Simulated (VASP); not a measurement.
# Ga3BiO4 (I-42m) in VASP: elastic constants with PBE

Aim: the elastic constants of Ga3BiO4 with PBE.

Everything below comes from runs of VASP 6.6.1. Logs are shortened: lines on timing, memory, paths and dates and some standing lists are left out, and cuts for length are marked.

## 1. The cell of the first run

Symmetry: I-42m, No. 121, tetragonal system. Conventional cell: a = 4.344 Å, b = 4.344 Å, c = 12.787 Å, α = 90.00°, β = 90.00°, γ = 90.00°. Within 2.5 Å of Ga (site symmetry -4) lie 4 O at 1.88 Å. Ga (site symmetry -42m) has 4 O at 2.64 Å and 4 Bi at 3.07 Å within 3.5 Å. Bi (site symmetry -42m) has 4 O at 2.59 Å and 4 Ga at 3.07 Å within 3.4 Å. O (site symmetry m) has 3 Ga at 1.88 to 2.64 Å and 1 Bi at 2.59 Å within 2.7 Å.

## 2. Elastic constants, PBE

Input file POSCAR:

```
Ga3BiO4
1.0
   -2.1721300000      2.1721300000      6.3933100000
    2.1721300000     -2.1721300000      6.3933100000
    2.1721300000      2.1721300000     -6.3933100000
Ga Bi O
3 1 4
Direct
    0.2500000000      0.7500000000      0.5000000000
    0.7500000000      0.2500000000      0.5000000000
    0.0000000000      0.0000000000      0.0000000000
    0.5000000000      0.5000000000      0.0000000000
    0.0906710000      0.0906710000      0.5125020000
    0.4218310000      0.9093290000      0.0000000000
    0.5781690000      0.5781690000      0.4874980000
    0.9093290000      0.4218310000      0.0000000000
```

Input file INCAR.step1:

```
SYSTEM = Ga3BiO4
ALGO = Normal
EDIFF = 1E-8
EDIFFG = -0.002
ENCUT = 520
GGA = PE
IBRION = 2
ISIF = 3
ISMEAR = 0
KPAR = 8
LASPH = .True.
LCHARG = .False.
LREAL = .False.
LWAVE = .False.
NELM = 80
NSW = 40
PREC = Accurate
SIGMA = 0.1
```

Input file INCAR.step2:

```
SYSTEM = Ga3BiO4
ALGO = Normal
EDIFF = 1E-8
ENCUT = 520
GGA = PE
IBRION = 6
ISIF = 3
ISMEAR = 0
KPAR = 8
LASPH = .True.
LCHARG = .False.
LREAL = .False.
LWAVE = .False.
NELM = 80
NFREE = 2
NSW = 1
POTIM = 0.015
PREC = Accurate
SIGMA = 0.1
```

Input file KPOINTS:

```
k-points
0
Gamma
  7 7 7
  0 0 0
```

Potentials or basis: VASP PAW PBE potentials, release 64 (Ga_d, Bi_d, O).

Command:

```sh
$ cat potpaw_PBE.64/Ga_d/POTCAR potpaw_PBE.64/Bi_d/POTCAR potpaw_PBE.64/O/POTCAR > POTCAR
$ cp INCAR.step1 INCAR
$ mpirun -np 8 vasp_std > vasp.out
$ cp CONTCAR POSCAR
$ cp INCAR.step2 INCAR
$ mpirun -np 8 vasp_std > vasp.out
```

OUTCAR:

```text
SYSTEM = Ga3BiO4
   EDIFF = 1E-8
   ENCUT = 520
   GGA = PE
   IBRION = 6
   ISIF = 3
   ISMEAR = 0
   LASPH = .True.
   LREAL = .False.
   NELM = 80
   NFREE = 2
   NSW = 1
   POTIM = 0.015
   PREC = Accurate

 ion  position               nearest neighbor table
   1  0.250  0.750  0.500-   5 1.88   6 1.88   7 1.88   8 1.88
   2  0.750  0.250  0.500-   5 1.88   7 1.88   8 1.88   6 1.88
   3  0.000  0.000  0.000-   4 3.07   4 3.07   4 3.07   4 3.07
   4  0.500  0.500  0.000-   5 2.59   6 2.59   7 2.59   8 2.59   3 3.07   3 3.07   3 3.07   3 3.07

   5  0.091  0.091  0.514-   1 1.88   2 1.88   4 2.59
   6  0.423  0.909  0.000-   2 1.88   1 1.88   4 2.59
   7  0.577  0.577  0.486-   1 1.88   2 1.88   4 2.59
   8  0.909  0.423  0.000-   1 1.88   2 1.88   4 2.59

  LATTYP: Found a body centered tetragonal cell.
 ALAT       =     4.3451164376
 C/A-ratio  =     2.9453685440

  Lattice vectors:

 A1 = (  -2.1725582188,   2.1725582188,   6.3989846377)
 A2 = (   2.1725582188,  -2.1725582188,   6.3989846377)
 A3 = (   2.1725582188,   2.1725582188,  -6.3989846377)

Analysis of symmetry for initial positions (statically):
=====================================================================
 Subroutine PRICEL returns:
 Original cell was already a primitive cell.

 Routine SETGRP: Setting up the symmetry group for a
 body centered tetragonal supercell.

 Subroutine GETGRP returns: Found  8 space group operations
 (whereof  8 operations were pure point group operations)
 out of a pool of 16 trial point group operations.

The static configuration has the point symmetry D_2d.

Analysis of symmetry for dynamics (positions and initial velocities):
[... 1583 lines left out ...]
  Direction    XX          YY          ZZ          XY          YZ          ZX
  --------------------------------------------------------------------------------------
  -------------------------------------------------------------------------------------
  Total        0.1227101      0.1227101      0.0810496     -0.0795607     -0.0024612     -0.0024611
  in kB        1.6273351      1.6273351      1.0748493     -1.0551036     -0.0326390     -0.0326387
  external PRESSURE =       1.4431732 kB  Pullay stress =       0.0000000 kB
[... 23 lines left out ...]
  FREE ENERGIE OF THE ION-ELECTRON SYSTEM (eV)
  ---------------------------------------------------
  free  energy   TOTEN  =       -42.3796046155 eV

  energy  without entropy=      -42.3690189441  energy(sigma->0) =      -42.37431178

 INTERNAL STRAIN TENSORS FROM STRAINED CELLS
 ============================================

 INTERNAL STRAIN TENSOR FOR ION    1 for displacements in x,y,z  (eV/Angst):
          X           Y           Z          XY          YZ          ZX
  --------------------------------------------------------------------------------
  x    -0.00000    -0.00000     0.00000     0.00000   -13.79030     2.21097
  y    -0.00000     0.00000     0.00000     0.00000    -2.21266   -13.79130
  z     1.32612    -1.32613    -0.00000   -12.25191    -0.00005     0.00002

 INTERNAL STRAIN TENSORS FROM DISPLACED ATOMS
 ============================================

 INTERNAL STRAIN TENSOR FOR ION    1 for displacements in x,y,z  (eV/Angst):
          X           Y           Z          XY          YZ          ZX
  --------------------------------------------------------------------------------
  x     0.00000     0.00000     0.00000     0.00000   -13.79439     2.19637
  y     0.00000     0.00000     0.00000     0.00000    -2.19636   -13.79441
  z     1.32399    -1.32399     0.00000   -12.24858     0.00000     0.00000

 INTERNAL STRAIN TENSOR FOR ION    8 for displacements in x,y,z  (eV/Angst):
          X           Y           Z          XY          YZ          ZX
  --------------------------------------------------------------------------------
  x     0.28137     0.43565     0.25340    -0.57852     5.79078    10.35815
  y    -0.43565    -0.28137    -0.25340     0.57852    10.35813     5.79079
  z     7.67500     7.67500     5.58617     5.11285    -0.18182     0.18182

 Eigenvectors and eigenvalues of the dynamical matrix
 ----------------------------------------------------

   1 f  =   18.984308 THz   119.281926 2PiTHz  633.248356 cm-1    78.512754 meV
             X         Y         Z           dx          dy          dz
      2.172558  0.000000  3.199492    -0.000000    0.000000    0.000000
      0.000000  2.172558  3.199492    -0.000000   -0.000000   -0.000000
      0.000000  0.000000  0.000000    -0.000000    0.000000   -0.000000
      0.000000  0.000000  6.398985     0.000000    0.000000    0.000000
      1.116438  1.116438 -2.120115     0.353553   -0.353553    0.000000
      1.056120 -1.056120  8.519100     0.353553    0.353553   -0.000000
      1.056120  1.056120  4.278869    -0.353553    0.353553   -0.000000
     -1.056120  1.056120  8.519100    -0.353553   -0.353553   -0.000000
[... 243 lines left out ...]
  24 f/i=    2.255890 THz    14.174175 2PiTHz   75.248391 cm-1     9.329607 meV
             X         Y         Z           dx          dy          dz
      2.172558  0.000000  3.199492    -0.000000   -0.000000   -0.084567
      0.000000  2.172558  3.199492    -0.000000   -0.000000   -0.084567
      0.000000  0.000000  0.000000     0.000000   -0.000000    0.913338
      0.000000  0.000000  6.398985    -0.000000    0.000000   -0.321454
      1.116438  1.116438 -2.120115     0.030552    0.030552   -0.100885
      1.056120 -1.056120  8.519100     0.030552   -0.030552   -0.100885
      1.056120  1.056120  4.278869    -0.030552   -0.030552   -0.100885
     -1.056120  1.056120  8.519100    -0.030552    0.030552   -0.100885

--------------------------------------------------------------------------------------------------------

 ELASTIC MODULI CONTR FROM IONIC RELAXATION (kBar)
 Direction    XX          YY          ZZ          XY          YZ          ZX
 --------------------------------------------------------------------------------
 XX        -212.8123   -198.4848   -149.5326      0.0000      0.0000     -0.0000
 YY        -198.4848   -212.8123   -149.5326      0.0000      0.0000     -0.0000
 ZZ        -149.5326   -149.5326   -108.7307      0.0000      0.0000     -0.0000
 XY           0.0000      0.0000      0.0000   -216.6761     -0.0000     -0.0000
 YZ           0.0000      0.0000      0.0000     -0.0000  -1247.1261      0.0000
 ZX          -0.0000     -0.0000     -0.0000     -0.0000      0.0000  -1247.1297
 --------------------------------------------------------------------------------

 TOTAL ELASTIC MODULI (kBar)
 Direction    XX          YY          ZZ          XY          YZ          ZX
 --------------------------------------------------------------------------------
 XX        1014.1694    962.5054    621.3202      0.0000      0.0000     -0.0000
 YY         962.5054   1014.1694    621.3202      0.0000      0.0000     -0.0000
 ZZ         621.3202    621.3202   2012.4989      0.0000      0.0000     -0.0000
 XY           0.0000      0.0000      0.0000    785.2192     -0.0000     -0.0000
 YZ           0.0000      0.0000      0.0000     -0.0000   -605.6412      0.0000
 ZX          -0.0000     -0.0000     -0.0000     -0.0000      0.0000   -605.6446
 --------------------------------------------------------------------------------
```

OUTCAR.step1:

```text
SYSTEM = Ga3BiO4
   EDIFF = 1E-8
   EDIFFG = -0.002
   ENCUT = 520
   GGA = PE
   IBRION = 2
   ISIF = 3
   ISMEAR = 0
[... 1667 lines left out ...]
  -------------------------------------------------------------------------------------
  Total        0.0022047      0.0022047     -0.0058018      0.0000000     -0.0000000      0.0000000
  in kB        0.0292383      0.0292383     -0.0769415      0.0000000     -0.0000000      0.0000000
  external PRESSURE =      -0.0061549 kB  Pullay stress =       0.0000000 kB
[... 23 lines left out ...]
  FREE ENERGIE OF THE ION-ELECTRON SYSTEM (eV)
  ---------------------------------------------------
  free  energy   TOTEN  =       -42.3807048322 eV

  energy  without entropy=      -42.3701469882  energy(sigma->0) =      -42.37542591

 reached required accuracy - stopping structural energy minimisation
```

It took 76 min on 8 MPI ranks of Intel Xeon Platinum 8488C (Sapphire Rapids), shared host; peak memory 1.4 GiB.

What came out:

| Item | Value |
| --- | --- |
| Relaxed volume | 15.10 Å³/atom |
| Relaxed cell | a = 7.098 Å, b = 7.098 Å, c = 7.098 Å, α = 144.36°, β = 144.36°, γ = 51.30° |
| Space group after relaxing (to 0.1 Å) | I-42m (No. 121) |
| Voigt bulk modulus | 94 GPa |
| Highest phonon frequency at Γ, LO-TO splitting left out | 633 cm⁻¹ |
| Most unstable mode | 75i cm⁻¹ |

The path:
| step | energy change (eV) | largest force (eV/Å) | pressure (GPa) | volume (Å³) |
| --- | --- | --- | --- | --- |
| 1 | 0.0000 | 0.0153 | 0.10 | 120.66 |
| 2 | -0.0001 | 0.0165 | -0.05 | 120.82 |
| 3 | -0.0001 | 0.0165 | -0.05 | 120.83 |
| 4 | -0.0001 | 0.0096 | -0.02 | 120.82 |
| 5 | -0.0002 | 0.0101 | 0.00 | 120.81 |
| 6 | -0.0002 | 0.0051 | 0.00 | 120.81 |
| 7 | -0.0002 | 0.0009 | 0.00 | 120.81 |

Final structure:
```
CELL_PARAMETERS angstrom
-2.17256 2.17256 6.39898
2.17256 -2.17256 6.39898
2.17256 2.17256 -6.39898
ATOMIC_POSITIONS crystal
Ga 0.25000 0.75000 0.50000
Ga 0.75000 0.25000 0.50000
Ga 0.00000 0.00000 0.00000
Bi 0.50000 0.50000 0.00000
O 0.09128 0.09128 0.51388
O 0.42260 0.90872 0.00000
O 0.57740 0.57740 0.48612
O 0.90872 0.42260 0.00000
```

Phonon frequencies in cm⁻¹ (negative: imaginary):
```
              q point                                                                             frequencies
(0.000, 0.000, 0.000)  -75 0 0 0 40 40 81 112 112 140 190 190 255 255 260 336 446 457 457 528 555 555 589 633
```

Elastic tensor in Voigt notation (GPa, in the Cartesian axes of the cell as first typed):
```
101  96  62   0   0   0
 96 101  62   0   0   0
 62  62 201   0   0   0
  0   0   0 -61   0   0
  0   0   0   0 -61   0
  0   0   0   0   0  79
```

Clamped-ion elastic tensor (GPa):
```
123 116  77   0   0   0
116 123  77   0   0   0
 77  77 212   0   0   0
  0   0   0  64   0   0
  0   0   0   0  64   0
  0   0   0   0   0 100
```

Caveat: some modes are imaginary; the elastic tensor has a negative eigenvalue, so either the cell is unstable as it stands or the mesh is too thin; spin-orbit coupling is left out, which moves the levels of the heavy elements.
